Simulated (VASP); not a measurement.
# YTl3Pb (Pm-3m) in VASP: relaxation of cell and atoms with PBE

Aim: the relaxation of cell and atoms of YTl3Pb with PBE.

All numbers are computed with VASP 6.6.1; they aren't measurements. Logs are shortened: lines on timing, memory, paths and dates and some standing lists are left out, and cuts for length are marked.

**1. The cell of the first run**

The structure is cubic, space group Pm-3m (No. 221). Conventional cell: a = 5.812 Å, b = 5.812 Å, c = 5.812 Å, α = 90.00°, β = 90.00°, γ = 90.00°. Within 5.4 Å of Y (site symmetry m-3m) lie 12 Tl at 4.11 Å and 8 Pb at 5.03 Å. Tl (site symmetry 4/mmm) has 2 Pb at 2.91 Å within 3.8 Å. Within 3.8 Å of Pb (site symmetry m-3m) lie 6 Tl at 2.91 Å.

**2. Relaxation of cell and atoms, PBE**

INCAR reads:

```
  PREC = Accurate
  ENCUT = 600
  EDIFF = 1E-6
  ISMEAR = 0
  SIGMA = 0.1
  LREAL = False
  LASPH = True
  NELM = 60
  ALGO = Fast
  ISIF = 3
  LWAVE = False
  LCHARG = False
  GGA = PE
  IBRION = 2
  NSW = 100
  EDIFFG = -0.01
```

KPOINTS reads:

```
regular mesh
0
Gamma
  8 8 8
```

POSCAR reads:

```
YTl3Pb
1.0
    5.8122782631      0.0000000000      0.0000000000
    0.0000000000      5.8122782631      0.0000000000
    0.0000000000      0.0000000000      5.8122782631
Y Tl Pb
1 3 1
Direct
    0.0000000000      0.0000000000      0.0000000000
    0.0000000000      0.5000000000      0.5000000000
    0.5000000000      0.0000000000      0.5000000000
    0.5000000000      0.5000000000      0.0000000000
    0.5000000000      0.5000000000      0.5000000000
```

Potentials or basis: VASP PAW PBE potentials, release 64 (Y_sv, Tl_d, Pb_d).

Launch:

```sh
$ cat potpaw_PBE.64/Y_sv/POTCAR potpaw_PBE.64/Tl_d/POTCAR potpaw_PBE.64/Pb_d/POTCAR > POTCAR
$ mpirun -np 1 vasp_std > vasp.out
```

OUTCAR:

```text
PREC = Accurate
   ENCUT = 600
   EDIFF = 1E-6
   ISMEAR = 0
   LREAL = False
   LASPH = True
   NELM = 60
   ISIF = 3
   GGA = PE
   IBRION = 2
   NSW = 100
   EDIFFG = -0.01

 ion  position               nearest neighbor table
   1  0.000  0.000  0.000-   2 4.11   3 4.11   4 4.11   2 4.11   3 4.11   2 4.11   4 4.11   2 4.11
                             3 4.11   4 4.11   3 4.11   4 4.11
   2  0.000  0.500  0.500-   5 2.91   5 2.91   4 4.11   1 4.11   1 4.11   4 4.11   1 4.11   3 4.11
                             1 4.11   3 4.11   4 4.11   3 4.11   4 4.11   3 4.11
   3  0.500  0.000  0.500-   5 2.91   5 2.91   4 4.11   1 4.11   1 4.11   4 4.11   2 4.11   4 4.11
                             2 4.11   4 4.11   1 4.11   2 4.11   1 4.11   2 4.11
   4  0.500  0.500  0.000-   5 2.91   5 2.91   3 4.11   1 4.11   2 4.11   3 4.11   2 4.11   1 4.11
                             3 4.11   3 4.11   1 4.11   2 4.11   2 4.11   1 4.11
   5  0.500  0.500  0.500-   2 2.91   3 2.91   4 2.91   4 2.91   3 2.91   2 2.91

  LATTYP: Found a simple cubic cell.
 ALAT       =     5.8122782631

  Lattice vectors:

 A1 = (   5.8122782631,   0.0000000000,   0.0000000000)
 A2 = (   0.0000000000,   5.8122782631,   0.0000000000)
 A3 = (   0.0000000000,   0.0000000000,   5.8122782631)

Analysis of symmetry for initial positions (statically):
=====================================================================
 Subroutine PRICEL returns:
 Original cell was already a primitive cell.

 Routine SETGRP: Setting up the symmetry group for a
 simple cubic supercell.

 Subroutine GETGRP returns: Found 48 space group operations
 (whereof 48 operations were pure point group operations)
 out of a pool of 48 trial point group operations.

The static configuration has the point symmetry O_h .

Analysis of symmetry for dynamics (positions and initial velocities):
=====================================================================
 Subroutine PRICEL returns:
 Original cell was already a primitive cell.

 Routine SETGRP: Setting up the symmetry group for a
 simple cubic supercell.

 Subroutine GETGRP returns: Found 48 space group operations
 (whereof 48 operations were pure point group operations)
 out of a pool of 48 trial point group operations.

The dynamic configuration has the point symmetry O_h .

 Subroutine INISYM returns: Found 48 space group operations
 (whereof 48 operations are pure point group operations),
 and found     1 'primitive' translations

----------------------------------------------------------------------------------------

                                     Primitive cell

  volume of cell :     196.3537

  direct lattice vectors                    reciprocal lattice vectors
     5.812278263  0.000000000  0.000000000     0.172049574  0.000000000  0.000000000
     0.000000000  5.812278263  0.000000000     0.000000000  0.172049574  0.000000000
     0.000000000  0.000000000  5.812278263     0.000000000  0.000000000  0.172049574

  length of vectors
     5.812278263  5.812278263  5.812278263     0.172049574  0.172049574  0.172049574

  position of ions in fractional coordinates (direct lattice)
     0.000000000  0.000000000  0.000000000
     0.000000000  0.500000000  0.500000000
     0.500000000  0.000000000  0.500000000
     0.500000000  0.500000000  0.000000000
     0.500000000  0.500000000  0.500000000

  ion indices of the primitive-cell ions
   primitive index   ion index
                 1           1
                 2           2
                 3           3
                 4           4
                 5           5

----------------------------------------------------------------------------------------

 KPOINTS: regular mesh

Automatic generation of k-mesh.
 Grid dimensions read from file:
 generate k-points for:    8    8    8

 Generating k-lattice:

  Cartesian coordinates                     Fractional coordinates (reciprocal lattice)
     0.021506197  0.000000000  0.000000000     0.125000000  0.000000000  0.000000000
     0.000000000  0.021506197  0.000000000     0.000000000  0.125000000  0.000000000
     0.000000000  0.000000000  0.021506197     0.000000000  0.000000000  0.125000000

  Length of vectors
     0.021506197  0.021506197  0.021506197

  Shift w.r.t. Gamma in fractional coordinates (k-lattice)
     0.000000000  0.000000000  0.000000000

 Subroutine IBZKPT returns following result:
 ===========================================

 Found     35 irreducible k-points:

 Following reciprocal coordinates:
            Coordinates               Weight
  0.000000  0.000000  0.000000      1.000000
  0.125000  0.000000  0.000000      6.000000
  0.250000  0.000000  0.000000      6.000000
  0.375000  0.000000  0.000000      6.000000
  0.500000  0.000000  0.000000      3.000000
  0.125000  0.125000  0.000000     12.000000
[... 16 lines left out ...]
  0.375000  0.375000  0.125000     24.000000
  0.500000  0.375000  0.125000     24.000000
 [... further k-points ...]
   k-points           NKPTS =     35   k-points in BZ     NKDIM =     35   number of bands    NBANDS=     38
   number of dos      NEDOS =    301   number of ions     NIONS =      5
   total plane-waves  NPLWV = 110592
   dimension x,y,z NGX =    48 NGY =   48 NGZ =   48
   dimension x,y,z NGXF=    96 NGYF=   96 NGZF=   96
   ions per type =               1   3   1
   NGX,Y,Z   is equivalent  to a cutoff of  13.73, 13.73, 13.73 a.u.
   NGXF,Y,Z  is equivalent  to a cutoff of  27.46, 27.46, 27.46 a.u.
 SYSTEM =  unknown system
   PREC   = accura    normal or accurate (medium, high low for compatibility)
   ISTART =      0    job   : 0-new  1-cont  2-samecut
   ICHARG =      2    charge: 1-file 2-atom 10-const
   ISPIN  =      1    spin polarized calculation?
   LNONCOLLINEAR =      F non collinear calculations
   LSORBIT =      F    spin-orbit coupling
   LASPH  =      T    aspherical Exc in radial PAW
   ENCUT  =  600.0 eV  44.10 Ry    6.64 a.u.  11.61 11.61 11.61*2*pi/ulx,y,z
   NELM   =     60;   NELMIN=  2; NELMDL= -5     # of ELM steps
   EDIFF  = 0.1E-05   stopping-criterion for ELM
   LREAL  =      F    real-space projection
   EDIFFG = -.1E-01   stopping-criterion for IOM
   NSW    =    100    number of steps for IOM
   IBRION =      2    ionic relax: 0-MD 1-quasi-New 2-CG
   NFREE  =      1    steps in history (QN), initial steepest desc. (CG)
   ISIF   =      3    stress and relaxation
   ISYM   =      2    0-nonsym 1-usesym 2-fastsym
   POTIM  = 0.5000    time-step for ionic-motion
   TEBEG  =    0.0;   TEEND  =   0.0 temperature during run
   PSTRESS=    0.0 pullay stress
   NELECT =      64.0000    total number of electrons
   NUPDOWN=      -1.0000    fix difference up-down
   EMIN   =  10.00;   EMAX   =-10.00  energy-range for DOS
   EFERMI =   0.00;   METHOD = LEGACY
   ISMEAR =     0;   SIGMA  =   0.10  broadening in eV -4-tet -1-fermi 0-gaus
   EFERMI_NEDOS =   21; number of points for ismear=-14 and -15
   IALGO  =     68    algorithm
   IMIX   =      4    mixing-type and parameters
     AMIX     =   0.40;   BMIX     =  1.00
     AMIX_MAG =   1.60;   BMIX_MAG =  1.00
  volume/ion in A,a.u.               =      39.27       265.01
  Fermi-wavevector in a.u.,A,eV,Ry     =   1.126648  2.129057 17.270375  1.269337
  Thomas-Fermi vector in A             =   2.263331
   LORBIT       =      0    0 simple, 1 ext, 2 COOP (PROOUT), +10 PAW based schemes
   GGA     = PE    functional components
   LHFCALC =     F    Hartree Fock is set to
   AEXX    =    0.0000 exact exchange contribution
   IVDW    =     0    specifies the selected vdW correction
   LEPSILON=     F    determine dielectric tensor
   LRPA    =     F    only Hartree local field effects (RPA)
 conjugate gradient relaxation of ions
 non-spin polarized calculation
 RMM-DIIS sequential band-by-band and
 Gauss-broadening in eV      SIGMA  =   0.10
  energy-cutoff  :      600.00
  volume of cell :      196.35
 maximum number of plane-waves:      6704
 NGX is ok and might be reduce to    48
   NGX = 23   NGY = 23   NGZ = 23

--------------------------------------- Ionic step        1  -------------------------------------------

 number of electron      63.9999995 magnetization

 Free energy of the ion-electron system (eV)
  ---------------------------------------------------
  ext. energy  EPLUGINS =         0.00000000
  ---------------------------------------------------
  free energy    TOTEN  =       -13.91767724 eV

  energy without entropy =      -13.89701895  energy(sigma->0) =      -13.90734810

------------------------ aborting loop because EDIFF is reached ----------------------------------------

  FORCE on cell =-STRESS in cart. coord.  units (eV):
  Direction    XX          YY          ZZ          XY          YZ          ZX
  --------------------------------------------------------------------------------------
  -------------------------------------------------------------------------------------
  Total        0.4663067      0.4663067      0.4663067      0.0000000      0.0000000     -0.0000000
  in kB        3.8048978      3.8048978      3.8048978      0.0000000      0.0000000     -0.0000000
  external PRESSURE =       3.8048978 kB  Pullay stress =       0.0000000 kB

 VOLUME and BASIS-vectors are now :
 -----------------------------------------------------------------------------
  energy-cutoff  :      600.00
  volume of cell :      196.35
      direct lattice vectors                 reciprocal lattice vectors
     5.812278263  0.000000000  0.000000000     0.172049574  0.000000000  0.000000000
     0.000000000  5.812278263  0.000000000     0.000000000  0.172049574  0.000000000
     0.000000000  0.000000000  5.812278263     0.000000000  0.000000000  0.172049574
[... 79 lines left out ...]
 POSITION                                       TOTAL-FORCE (eV/Angst)
 -----------------------------------------------------------------------------------
      0.00000      0.00000      0.00000        -0.000000     -0.000000      0.000000
      0.00000      2.92063      2.92063         0.000000      0.000000      0.000000
      2.92063      0.00000      2.92063         0.000000      0.000000      0.000000
      2.92063      2.92063     -0.00000        -0.000000     -0.000000      0.000000
      2.92063      2.92063      2.92063         0.000000      0.000000      0.000000
 -----------------------------------------------------------------------------------
    total drift:                                0.000000     -0.000000     -0.000000

  FREE ENERGIE OF THE ION-ELECTRON SYSTEM (eV)
  ---------------------------------------------------
  free  energy   TOTEN  =       -13.9215967181 eV

  energy  without entropy=      -13.9005462269  energy(sigma->0) =      -13.91107147

--------------------------------------- Ionic step        4  -------------------------------------------

 number of electron      63.9999980 magnetization

 Free energy of the ion-electron system (eV)
  ---------------------------------------------------
  ext. energy  EPLUGINS =         0.00000000
  ---------------------------------------------------
  free energy    TOTEN  =       -13.92163203 eV

  energy without entropy =      -13.90049401  energy(sigma->0) =      -13.91106302

 E-fermi :   3.8170     XC(G=0):  -8.6147

 val. band max:        3.8019104852   @ k =   0.3750   0.3750   0.2500
 cond. band min:       3.8886659143   @ k =   0.2500   0.1250   0.0000
 fundamental gap:      0.0867554291
 Fermi energy:         3.8169897112

 k-point     1 :       0.0000    0.0000    0.0000
  band No.  band energies     occupation
      1     -41.1869      2.00000
      2     -21.0502      2.00000
      3     -21.0502      2.00000
      4     -21.0502      2.00000
      5     -13.5538      2.00000
      6     -13.5538      2.00000
[... 973 lines left out ...]
     37       5.0840      0.00000
     38       5.6892      0.00000

 [... further k-points ...]

------------------------ aborting loop because EDIFF is reached ----------------------------------------

  FORCE on cell =-STRESS in cart. coord.  units (eV):
  Direction    XX          YY          ZZ          XY          YZ          ZX
  --------------------------------------------------------------------------------------
  -------------------------------------------------------------------------------------
  Total       -0.0230122     -0.0230122     -0.0230122     -0.0000000     -0.0000000      0.0000000
  in kB       -0.1844517     -0.1844517     -0.1844517     -0.0000000     -0.0000000      0.0000000
  external PRESSURE =      -0.1844517 kB  Pullay stress =       0.0000000 kB

 VOLUME and BASIS-vectors are now :
 -----------------------------------------------------------------------------
  energy-cutoff  :      600.00
  volume of cell :      199.89
      direct lattice vectors                 reciprocal lattice vectors
     5.846939475  0.000000000 -0.000000000     0.171029648 -0.000000000 -0.000000000
     0.000000000  5.846939475  0.000000000    -0.000000000  0.171029648 -0.000000000
     0.000000000  0.000000000  5.846939475     0.000000000 -0.000000000  0.171029648

 POSITION                                       TOTAL-FORCE (eV/Angst)
 -----------------------------------------------------------------------------------
      0.00000      0.00000      0.00000        -0.000000     -0.000000      0.000000
      0.00000      2.92347      2.92347         0.000000      0.000000      0.000000
      2.92347      0.00000      2.92347         0.000000      0.000000      0.000000
      2.92347      2.92347     -0.00000        -0.000000     -0.000000      0.000000
      2.92347      2.92347      2.92347         0.000000      0.000000      0.000000
 -----------------------------------------------------------------------------------
    total drift:                                0.000000     -0.000000     -0.000000

  FREE ENERGIE OF THE ION-ELECTRON SYSTEM (eV)
  ---------------------------------------------------
  free  energy   TOTEN  =       -13.9216320280 eV

  energy  without entropy=      -13.9004940104  energy(sigma->0) =      -13.91106302

 reached required accuracy - stopping structural energy minimisation
```

Wall time 59 min (1 thread of Intel Xeon 8259CL, shared host); peak memory 0.59 GiB.

What came out:

* Free energy: -13.9216 eV
* Relaxed volume: 39.98 Å³/atom
* Relaxed cell: a = 5.847 Å, b = 5.847 Å, c = 5.847 Å, α = 90.00°, β = 90.00°, γ = 90.00°
* Space group after relaxing (to 0.1 Å): Pm-3m (No. 221)
* Energy gained by relaxing: 0.8 meV/atom
* Ionic steps: 4
* Pressure after relaxing: 0.0 GPa
* Band gap on the k mesh: zero (bands 32 and 33 overlap by 1.08 eV)

Step by step:
```tsv
step	energy change (eV)	largest force (eV/Å)	pressure (GPa)	volume (Å³)
1	0.0000	0.0000	0.38	196.35
2	-0.0038	0.0000	0.05	199.02
3	-0.0039	0.0000	0.05	199.31
4	-0.0040	0.0000	-0.02	199.89
```

Final structure:
```xyz
5
Lattice="5.8469 0.0000 0.0000 0.0000 5.8469 0.0000 0.0000 0.0000 5.8469" Properties=species:S:1:pos:R:3 pbc="T T T"
Y     0.0000    0.0000    0.0000
Tl    0.0000    2.9235    2.9235
Tl    2.9235    0.0000    2.9235
Tl    2.9235    2.9235    0.0000
Pb    2.9235    2.9235    2.9235
```

Levels at points of the mesh, in eV from the Fermi level:
| k point | band 30 | band 31 | band 32 | band 33 | band 34 | band 35 |
| --- | --- | --- | --- | --- | --- | --- |
| (0.00, 0.00, 0.00) | -2.77 | -2.77 | 0.72 | 0.72 | 0.81 | 0.81 |
| (0.50, 0.00, 0.00) | -2.46 | -0.97 | -0.33 | 0.55 | 0.55 | 0.72 |
| (0.50, 0.50, 0.00) | -1.98 | -0.15 | -0.15 | 0.53 | 0.53 | 0.76 |
| (0.50, 0.50, 0.50) | -1.37 | -1.37 | -0.11 | 1.06 | 1.06 | 1.07 |

Caveat: spin-orbit coupling is left out, which moves the levels of the heavy elements.

The gap in the log of VASP goes by the Fermi energy; the results here count the filled bands.